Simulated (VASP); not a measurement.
# C (Imma) in VASP: further runs

Runs on C. Level: LDA. Tasks: single point.

All numbers are computed with VASP 6.6.1; they aren't measurements. Logs are shortened: lines on timing, memory, paths and dates and some standing lists are left out, and cuts for length are marked.

## (1) The cell of the first run

The structure is orthorhombic, space group Imma (No. 74). Conventional cell: a = 2.477 Å, b = 2.515 Å, c = 3.556 Å, α = 90.00°, β = 90.00°, γ = 90.00°. C (site symmetry mm2) has 4 C at 1.52 to 1.54 Å within 2.0 Å.

## (2) Single point, LDA

INCAR

```
SYSTEM = C
PREC = Accurate ; ENCUT = 600
EDIFF = 1E-6 ; ISMEAR = 0
SIGMA = 0.1 ; LREAL = .False.
LASPH = .True. ; NELM = 120
ALGO = Normal ; ISIF = 2
LWAVE = .False. ; LCHARG = .True.
LELF = .True. ; LVHAR = .True.
NBANDS = 16 ; GGA_COMPAT = .False.
```

KPOINTS

```
Automatic mesh
0
Gamma
  8 6 8
  0 0 0
```

POSCAR

```
C
1.0
    2.5145732064      0.0000000000      0.0000000000
    0.0000000000      3.5561435320      0.0000000000
    0.0000000000      0.0000000000      2.4767627798
C
4
Direct
    0.0000000000      0.0000000000      0.0000000000
    0.5000000000      0.5000000000      0.5000000000
    0.0000000000      0.2500000000      0.5000000000
    0.5000000000      0.7500000000      0.0000000000
```

Potentials or basis: VASP PAW LDA potentials, release 64 (C).

Launch:

```sh
> cat potpaw_LDA.64/C/POTCAR > POTCAR
> mpirun -np 1 vasp_std > vasp.out
```

OUTCAR:

```text
SYSTEM = C
   PREC = Accurate
   ENCUT = 600
   EDIFF = 1E-6
   ISMEAR = 0
   LREAL = .False.
   LASPH = .True.
   NELM = 120
   ISIF = 2

 ion  position               nearest neighbor table
   1  0.000  0.000  0.000-   3 1.52   3 1.52   4 1.54   4 1.54
   2  0.500  0.500  0.500-   4 1.52   4 1.52   3 1.54   3 1.54
   3  0.000  0.250  0.500-   1 1.52   1 1.52   2 1.54   2 1.54
   4  0.500  0.750  0.000-   2 1.52   2 1.52   1 1.54   1 1.54

  LATTYP: Found a simple orthorhombic cell.
 ALAT       =     2.4767627798
 B/A-ratio  =     1.0152660670
 C/A-ratio  =     1.4358030414

  Lattice vectors:

 A1 = (   0.0000000000,   0.0000000000,   2.4767627798)
 A2 = (   2.5145732064,   0.0000000000,   0.0000000000)
 A3 = (   0.0000000000,   3.5561435320,   0.0000000000)

Analysis of symmetry for initial positions (statically):
=====================================================================
 Subroutine PRICEL returns following result:

  LATTYP: Found a body centered orthorhombic cell.
 ALAT       =     2.4767627798
 B/A-ratio  =     1.0152660670
 C/A-ratio  =     1.4358030414

  Lattice vectors:

 A1 = (  -1.2572866032,  -1.7780717660,  -1.2383813899)
 A2 = (   1.2572866032,  -1.7780717660,   1.2383813899)
 A3 = (  -1.2572866032,   1.7780717660,   1.2383813899)

   2 primitive cells build up your supercell.

 Routine SETGRP: Setting up the symmetry group for a
 simple orthorhombic supercell.

 Subroutine GETGRP returns: Found  8 space group operations
 (whereof  4 operations were pure point group operations)
 out of a pool of  8 trial point group operations.

The static configuration has the point symmetry C_2v.
 The point group associated with its full space group is D_2h.

Analysis of symmetry for dynamics (positions and initial velocities):
=====================================================================
 Subroutine PRICEL returns following result:

  LATTYP: Found a body centered orthorhombic cell.
 ALAT       =     2.4767627798
 B/A-ratio  =     1.0152660670
 C/A-ratio  =     1.4358030414

  Lattice vectors:

 A1 = (  -1.2572866032,  -1.7780717660,  -1.2383813899)
 A2 = (   1.2572866032,  -1.7780717660,   1.2383813899)
 A3 = (  -1.2572866032,   1.7780717660,   1.2383813899)

   2 primitive cells build up your supercell.

 Routine SETGRP: Setting up the symmetry group for a
 simple orthorhombic supercell.

 Subroutine GETGRP returns: Found  8 space group operations
 (whereof  4 operations were pure point group operations)
 out of a pool of  8 trial point group operations.

The dynamic configuration has the point symmetry C_2v.
 The point group associated with its full space group is D_2h.

 Subroutine INISYM returns: Found  8 space group operations
 (whereof  4 operations are pure point group operations),
 and found     2 'primitive' translations

----------------------------------------------------------------------------------------

                                     Primitive cell

  volume of cell :      11.0738

  direct lattice vectors                    reciprocal lattice vectors
    -1.257286603 -1.778071766 -1.238381390    -0.397681800 -0.281203498  0.000000000
     1.257286603 -1.778071766  1.238381390     0.000000000 -0.281203498  0.403752837
    -1.257286603  1.778071766  1.238381390    -0.397681800  0.000000000  0.403752837

  length of vectors
     2.505174101  2.505174101  2.505174101     0.487058746  0.492028212  0.566716127

  position of ions in fractional coordinates (direct lattice)
     0.000000000  0.000000000  0.000000000
     0.750000000  0.250000000  0.500000000

  ion indices of the primitive-cell ions
   primitive index   ion index
                 1           1
                 2           3

----------------------------------------------------------------------------------------

 KPOINTS: Automatic mesh

Automatic generation of k-mesh.
 Grid dimensions read from file:
 generate k-points for:    8    6    8

 Generating k-lattice:

  Cartesian coordinates                     Fractional coordinates (reciprocal lattice)
     0.049710225  0.000000000  0.000000000     0.125000000  0.000000000  0.000000000
     0.000000000  0.046867250  0.000000000     0.000000000  0.166666667  0.000000000
     0.000000000  0.000000000  0.050469105     0.000000000  0.000000000  0.125000000

  Length of vectors
     0.049710225  0.046867250  0.050469105

  Shift w.r.t. Gamma in fractional coordinates (k-lattice)
     0.000000000  0.000000000  0.000000000

 Subroutine IBZKPT returns following result:
 ===========================================

 Found    100 irreducible k-points:

 Following reciprocal coordinates:
            Coordinates               Weight
  0.000000  0.000000  0.000000      1.000000
  0.125000  0.000000  0.000000      2.000000
  0.250000  0.000000  0.000000      2.000000
  0.375000  0.000000  0.000000      2.000000
  0.500000  0.000000  0.000000      1.000000
  0.000000  0.166667  0.000000      2.000000
[... 16 lines left out ...]
  0.250000  0.000000  0.125000      4.000000
  0.375000  0.000000  0.125000      4.000000
 [... further k-points ...]
   k-points           NKPTS =    100   k-points in BZ     NKDIM =    100   number of bands    NBANDS=     16
   number of dos      NEDOS =    301   number of ions     NIONS =      4
   total plane-waves  NPLWV =  11200
   dimension x,y,z NGX =    20 NGY =   28 NGZ =   20
   dimension x,y,z NGXF=    40 NGYF=   56 NGZF=   40
   ions per type =               4
   NGX,Y,Z   is equivalent  to a cutoff of  13.22, 13.09, 13.42 a.u.
   NGXF,Y,Z  is equivalent  to a cutoff of  26.45, 26.18, 26.85 a.u.
 SYSTEM =  C
   PREC   = accura    normal or accurate (medium, high low for compatibility)
   ISTART =      0    job   : 0-new  1-cont  2-samecut
   ICHARG =      2    charge: 1-file 2-atom 10-const
   ISPIN  =      1    spin polarized calculation?
   LNONCOLLINEAR =      F non collinear calculations
   LSORBIT =      F    spin-orbit coupling
   LASPH  =      T    aspherical Exc in radial PAW
   ENCUT  =  600.0 eV  44.10 Ry    6.64 a.u.   5.02  7.10  4.95*2*pi/ulx,y,z
   NELM   =    120;   NELMIN=  2; NELMDL= -5     # of ELM steps
   EDIFF  = 0.1E-05   stopping-criterion for ELM
   LREAL  =      F    real-space projection
[... 7 lines left out ...]
   TEBEG  =    0.0;   TEEND  =   0.0 temperature during run
   PSTRESS=    0.0 pullay stress
   NELECT =      16.0000    total number of electrons
   NUPDOWN=      -1.0000    fix difference up-down
   EMIN   =  10.00;   EMAX   =-10.00  energy-range for DOS
   EFERMI =   0.00;   METHOD = LEGACY
   ISMEAR =     0;   SIGMA  =   0.10  broadening in eV -4-tet -1-fermi 0-gaus
   EFERMI_NEDOS =   21; number of points for ismear=-14 and -15
   IALGO  =     38    algorithm
   IMIX   =      4    mixing-type and parameters
     AMIX     =   0.40;   BMIX     =  1.00
     AMIX_MAG =   1.60;   BMIX_MAG =  1.00
  volume/ion in A,a.u.               =       5.54        37.36
  Fermi-wavevector in a.u.,A,eV,Ry     =   1.468945  2.775903 29.358638  2.157799
  Thomas-Fermi vector in A             =   2.584382
   LORBIT       =      0    0 simple, 1 ext, 2 COOP (PROOUT), +10 PAW based schemes
   GGA     = CA    functional components
   LHFCALC =     F    Hartree Fock is set to
   AEXX    =    0.0000 exact exchange contribution
   IVDW    =     0    specifies the selected vdW correction
   LEPSILON=     F    determine dielectric tensor
   LRPA    =     F    only Hartree local field effects (RPA)
 non-spin polarized calculation
 Gauss-broadening in eV      SIGMA  =   0.10
  energy-cutoff  :      600.00
  volume of cell :       22.15
 maximum number of plane-waves:       760
   NGX = 11   NGY = 15   NGZ =  9

 number of electron      16.0000002 magnetization

 Free energy of the ion-electron system (eV)
  ---------------------------------------------------
  ext. energy  EPLUGINS =         0.00000000
  ---------------------------------------------------
  free energy    TOTEN  =       -40.49183682 eV

  energy without entropy =      -40.49183682  energy(sigma->0) =      -40.49183682

 E-fermi :  10.5866     XC(G=0): -13.6164

 val. band max:       10.1244122446   @ k =   0.0000   0.0000   0.0000
 cond. band min:      14.1758581662   @ k =   0.3750   0.0000   0.3750
 fundamental gap:      4.0514459216
 Fermi energy:        10.5866054672

 k-point     1 :       0.0000    0.0000    0.0000
  band No.  band energies     occupation
      1     -11.5645      2.00000
      2      -2.8680      2.00000
      3      -2.7020      2.00000
      4       3.5592      2.00000
      5       3.8775      2.00000
      6       9.9953      2.00000
[... 8 lines left out ...]
     15      27.0340      0.00000
     16      27.0491      0.00000

 k-point     2 :       0.1250    0.0000    0.0000
  band No.  band energies     occupation
      1     -11.2751      2.00000
      2      -2.7660      2.00000
      3      -2.4424      2.00000
      4       2.2680      2.00000
      5       4.1167      2.00000
      6       8.6687      2.00000
[... 8 lines left out ...]
     15      26.3542      0.00000
     16      26.7645      0.00000

 k-point     3 :       0.2500    0.0000    0.0000
  band No.  band energies     occupation
      1     -10.4115      2.00000
      2      -3.0027      2.00000
      3      -1.6683      2.00000
      4       0.4494      2.00000
      5       4.8083      2.00000
      6       6.0927      2.00000
[... 8 lines left out ...]
     15      24.6279      0.00000
     16      26.0705      0.00000
[... 362 lines left out ...]
 k-point    23 :       0.2500    0.0000    0.1250
  band No.  band energies     occupation
      1     -10.1153      2.00000
      2      -2.7472      2.00000
      3      -1.5499      2.00000
      4       0.7207      2.00000
      5       3.4851      2.00000
      6       6.0570      2.00000
[... 8 lines left out ...]
     15      23.6905      0.00000
     16      24.7772      0.00000

 k-point    24 :       0.3750    0.0000    0.1250
  band No.  band energies     occupation
      1      -8.7012      2.00000
      2      -4.5420      2.00000
      3      -0.2932      2.00000
      4       0.9172      2.00000
      5       3.5917      2.00000
      6       4.3384      2.00000
[... 8 lines left out ...]
     15      23.5996      0.00000
     16      24.5529      0.00000

 [... further k-points ...]

------------------------ aborting loop because EDIFF is reached ----------------------------------------

  FORCE on cell =-STRESS in cart. coord.  units (eV):
  Direction    XX          YY          ZZ          XY          YZ          ZX
  --------------------------------------------------------------------------------------
  -------------------------------------------------------------------------------------
  Total       -1.1400189     -0.9066634      1.3700395      0.0000000      0.0000000      0.0000000
  in kB      -82.4697488    -65.5886501     99.1095940      0.0000000      0.0000000      0.0000000
  external PRESSURE =     -16.3162683 kB  Pullay stress =       0.0000000 kB

 VOLUME and BASIS-vectors are now :
 -----------------------------------------------------------------------------
  energy-cutoff  :      600.00
  volume of cell :       22.15
      direct lattice vectors                 reciprocal lattice vectors
     2.514573206  0.000000000  0.000000000     0.397681800  0.000000000  0.000000000
     0.000000000  3.556143532  0.000000000     0.000000000  0.281203498  0.000000000
     0.000000000  0.000000000  2.476762780     0.000000000  0.000000000  0.403752837

 POSITION                                       TOTAL-FORCE (eV/Angst)
 -----------------------------------------------------------------------------------
      0.00000      0.00000      0.00000         0.000000     -0.060955     -0.000000
      1.25729      1.77807      1.23838         0.000000     -0.060955      0.000000
      0.00000      0.88904      1.23838         0.000000      0.060955      0.000000
      1.25729      2.66711      0.00000         0.000000      0.060955      0.000000
 -----------------------------------------------------------------------------------
    total drift:                                0.000000      0.000000     -0.000000

  FREE ENERGIE OF THE ION-ELECTRON SYSTEM (eV)
  ---------------------------------------------------
  free  energy   TOTEN  =       -40.4918368229 eV

  energy  without entropy=      -40.4918368229  energy(sigma->0) =      -40.49183682
```

It took 18 s on 1 thread of AMD EPYC 7R13 (Zen 3), shared host; peak memory 0.11 GiB.

What came out:

```
Free energy            : -40.4918 eV
Pressure               : -1.6 GPa
Largest force          : 0.061 eV/Å
Band gap on the k mesh : 4.05 eV
```

Forces in eV/Å, atoms in the order of the input:
```
C    0.000 -0.061  0.000
C    0.000 -0.061  0.000
C    0.000  0.061  0.000
C    0.000  0.061  0.000
```

Levels at points of the mesh, in eV from the valence-band top:
| k point | band 5 | band 6 | band 7 | band 8 | band 9 | band 10 | band 11 | band 12 |
| --- | --- | --- | --- | --- | --- | --- | --- | --- |
| (0.00, 0.00, 0.00) | -6.25 | -0.13 | -0.01 | 0.00 | 4.53 | 5.15 | 5.30 | 5.61 |
| (0.50, 0.00, 0.00) | -7.93 | -7.93 | -2.98 | -2.98 | 8.24 | 8.24 | 10.18 | 10.18 |
| (0.00, 0.50, 0.00) | -4.34 | -4.34 | -4.07 | -4.07 | 4.53 | 4.53 | 10.34 | 10.34 |
| (0.50, 0.50, 0.00) | -2.88 | -2.88 | -2.77 | -2.77 | 8.25 | 8.25 | 8.65 | 8.65 |
| (0.00, 0.00, 0.50) | -7.82 | -7.82 | -3.10 | -3.10 | 7.91 | 7.91 | 9.89 | 9.89 |
| (0.50, 0.00, 0.50) | -6.52 | -6.52 | -6.52 | -6.52 | 4.65 | 4.65 | 4.65 | 4.65 |
| (0.00, 0.50, 0.50) | -3.05 | -3.05 | -2.88 | -2.88 | 8.30 | 8.30 | 8.48 | 8.48 |
| (0.50, 0.50, 0.50) | -8.61 | -8.61 | -8.61 | -8.61 | 10.40 | 10.40 | 10.40 | 10.40 |

A k mesh can miss the band edges.

## (3) Single point, LDA

This run uses another cell than the first one, of 5.58 Å³/atom.

INCAR

```
SYSTEM = C
ALGO = Normal ; EDIFF = 1E-6
ENCUT = 600 ; GGA = CA
GGA_COMPAT = .False. ; ISIF = 2
ISMEAR = 0 ; LASPH = .True.
LCHARG = .False. ; LREAL = .False.
LWAVE = .False. ; NBANDS = 16
NELM = 120 ; PREC = Accurate
SIGMA = 0.02
```

KPOINTS

```
k-points
0
Gamma
  10 6 10
  0 0 0
```

POSCAR

```
C
1.0
    2.5145732064      0.0000000000      0.0000000000
    0.0000000000      3.5561435320      0.0000000000
    0.0000000000      0.0000000000      2.4948483319
C
4
Direct
    0.0000000000     -0.0000992665      0.0000000000
    0.5000000000      0.4999007335      0.5000000000
    0.0000000000      0.2500992665      0.5000000000
    0.5000000000      0.7500992665      0.0000000000
```

Potentials or basis: VASP PAW LDA potentials, release 64 (C).

Launch:

```sh
> cat potpaw_LDA.64/C/POTCAR > POTCAR
> mpirun -np 1 vasp_std > vasp.out
```

Wall time 24 s (1 thread of AMD EPYC 7R13 (Zen 3), shared host); peak memory 0.12 GiB.

Results (log left out):

- Free energy: -40.4985 eV
- Pressure: -5.0 GPa
- Band gap on the k mesh: 4.11 eV

Forces on the atoms (eV/Å):
```
C    0.000 -0.002  0.000
C    0.000 -0.002  0.000
C    0.000  0.002  0.000
C    0.000  0.002  0.000
```

Stress tensor (GPa, compression positive):
```
-8.35  0.00  0.00
 0.00 -7.53  0.00
 0.00  0.00  0.81
```

Levels at points of the mesh, in eV from the valence-band top:
```
           k point  band 6  band 7  band 8  band 9  band 10  band 11
(0.00, 0.00, 0.00)   -0.08   -0.03    0.00    4.61     4.94     5.43
(0.50, 0.00, 0.00)   -7.81   -3.01   -3.01    8.08     8.08    10.07
(0.00, 0.50, 0.00)   -4.26   -4.12   -4.12    4.48     4.48    10.28
(0.50, 0.50, 0.00)   -2.86   -2.80   -2.80    8.35     8.35     8.52
(0.00, 0.00, 0.50)   -7.75   -3.08   -3.08    7.90     7.90     9.94
(0.50, 0.00, 0.50)   -6.45   -6.45   -6.45    4.68     4.68     4.68
(0.00, 0.50, 0.50)   -2.94   -2.86   -2.86    8.36     8.36     8.43
(0.50, 0.50, 0.50)   -8.53   -8.53   -8.53   10.43    10.43    10.43
```

Caveat: the cell stands under tension. A k mesh can miss the band edges.
